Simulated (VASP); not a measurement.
Set up this calculation in VASP 6.6.1, as the native input.

```yaml
Task: relaxation of cell and atoms
Functional: PBE
Potentials_or_basis: VASP PAW PBE potentials, release 64 (H)
Cutoff: 600 eV
k_mesh: 6 × 6 × 6
Occupations: gaussian, width 0.02 eV
Spin: no spin polarisation
Dipole_correction: no
Further_INCAR_settings: ALGO = Normal; EDIFF = 1e-06; IBRION = 2; EDIFFG = -0.005; NSW = 100; ISIF = 3
```

The structure of H lies in POSCAR:

```
H
1.0
    2.7157514422     -2.5649490751      0.0000000000
    2.7157514422      2.5649490751      0.0000000000
    0.0000000000      0.0000000000      4.4248082838
H
4
Direct
    0.9520458164      0.0479541836      0.0641167107
    0.4520458164      0.5479541836      0.4358832893
    0.5479541836      0.4520458164      0.5641167107
    0.0479541836      0.9520458164      0.9358832893
```

The input as run:

INCAR

```
SYSTEM = H
  PREC = Accurate
  ENCUT = 600
  EDIFF = 1E-6
  ISMEAR = 0
  SIGMA = 0.02
  LREAL = .FALSE.
  LASPH = .TRUE.
  NELM = 100
  ALGO = Normal
  ISIF = 3
  LWAVE = .FALSE.
  LCHARG = .FALSE.
  GGA = PE
  IBRION = 2
  NSW = 100
  EDIFFG = -0.005
```

KPOINTS

```
Automatic mesh
0
G
  6 6 6
  0 0 0
```

Potentials or basis: VASP PAW PBE potentials, release 64 (H).

Command:

```bash
$ cat potpaw_PBE.64/H/POTCAR > POTCAR
$ mpirun -np 1 vasp_std > vasp.out
```

Results of the run:

```yaml
Relaxed_volume: 15.41 Å³/atom
Relaxed_cell: a = 3.735 Å, b = 3.735 Å, c = 4.424 Å, α = 90.00°, β = 90.00°, γ = 86.72°
Space_group_after_relaxing_to_0.05_Å: Cmce (No. 64)
Energy_gained_by_relaxing: 0.0 meV/atom
Ionic_steps: 3
Pressure_after_relaxing: 0.0 GPa
Band_gap_on_the_k_mesh: 9.33 eV, indirect (least direct gap 9.83 eV)
```

Wall time 13 s on 1 thread of Intel(R) Xeon(R) 6975P-C (Granite Rapids), on a shared host, peak memory 0.17 GiB.
